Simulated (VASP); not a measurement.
**SrO: single point with PBE**

The system is SrO.

```
Sr O
1.0
     0.00000    2.56630    2.56630
     2.56630    0.00000    2.56630
     2.56630    2.56630    0.00000
Sr O
1 1
Cartesian
  2.5663 2.5663 2.5663
  0.0000 0.0000 0.0000
```

```yaml
Program: VASP 6.6.1
Task: single point
Functional: PBE
Potentials_or_basis: VASP PAW PBE potentials, release 64 (Sr_sv, O)
Cutoff: 520 eV
k_mesh: 9 × 9 × 9
Occupations: fermi-dirac, width 0.05 eV
Spin: non-collinear spin, zero start, spin-orbit coupling
Starting_moments: "[[0.0, 0.0, 0.0], [0.0, 0.0, 0.0]] μB"
Dipole_correction: no
Further_INCAR_settings: ALGO = Normal; EDIFF = 1e-07; NBANDS = 28
```

```
Pressure                                              : 3.9 GPa
Net moment                                            : 0.00 μB per cell
Valence electrons inside the program's atomic spheres : Sr 8.11; O 4.98
```

Moments on the atoms (μB; x, y, z):
```
Sr  0.00 0.00 0.00
O   0.00 0.00 0.00
```

Wall time 47 s on 1 thread of AMD EPYC 9R45 96-Core Processor (Zen 5), on a shared host, peak memory 0.24 GiB.
